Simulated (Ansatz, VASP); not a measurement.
Given: the input of a run of VASP 6.6.1 on TeW2.

Contents of INCAR:

```
PREC = Accurate ; ENCUT = 520
EDIFF = 1E-6 ; ISMEAR = -1
SIGMA = 0.05 ; LREAL = False
LASPH = True ; NELM = 60
ALGO = Normal ; ISIF = 2
LWAVE = False ; LCHARG = False
GGA = PE ; NBANDS = 24
```

The input KPOINTS:

```
Automatic mesh
0
Gamma
  7 7 7
```

The input POSCAR:

```
TeW2
1.0
    0.0000000000      3.1913321880      3.1913321880
    3.1913321880      0.0000000000      3.1913321880
    3.1913321880      3.1913321880      0.0000000000
Te W
1 2
Direct
    0.0000000000      0.0000000000      0.0000000000
    0.2500000000      0.2500000000      0.2500000000
    0.7500000000      0.7500000000      0.7500000000
```

Potentials or basis: VASP PAW PBE potentials, release 64 (Te, W_sv).

Command:

```console
$ cat potpaw_PBE.64/Te/POTCAR potpaw_PBE.64/W_sv/POTCAR > POTCAR
$ mpirun -np 1 vasp_std > vasp.out
```

Question: Set up the same calculation for Ansatz 0.2.0. Potentials there: all-electron LAPW, scalar-relativistic.

Answer: As run (the cutoff follows the program's own potentials):

input.yaml

```yaml
crystal:
  lattice:
    - [0.0, 3.191332188, 3.191332188]
    - [3.191332188, 0.0, 3.191332188]
    - [3.191332188, 3.191332188, 0.0]
  atoms:
    - { symbol: Te, position: [0.0, 0.0, 0.0] }
    - { symbol: W, position: [0.25, 0.25, 0.25] }
    - { symbol: W, position: [0.75, 0.75, 0.75] }
kpoints:
  mp_grid: { grid: [7, 7, 7] }
scf:
  occupations: { method: fermi_dirac, width: 0.05 }
hamiltonian:
  xc: pbe
  pseudopotentials: { kind: all_electron, lapw: { basis_error: 0.001 } }
output:
  forces: true
  stress: true
  eigenvalues: true
```

Potentials or basis: all-electron LAPW, scalar-relativistic.

Command:

```console
$ ansatz run input.yaml --threads 2 --pin off --max-ram 6144MiB --backend cpu --events-out ev --progress --plain --runs-dir out
```

Both were run:

|  | VASP | Ansatz | Ansatz less VASP |
| --- | --- | --- | --- |
| gap on the k mesh at the Fermi level (eV) | none | none | - |
| pressure (GPa) | -9.2 | -9.2 | -0.01 |

A gap of «none» marks a metal or a gap that the smearing closes. Ansatz ran all-electron here, and VASP with PAW potentials.

Spin-orbit coupling is off throughout.
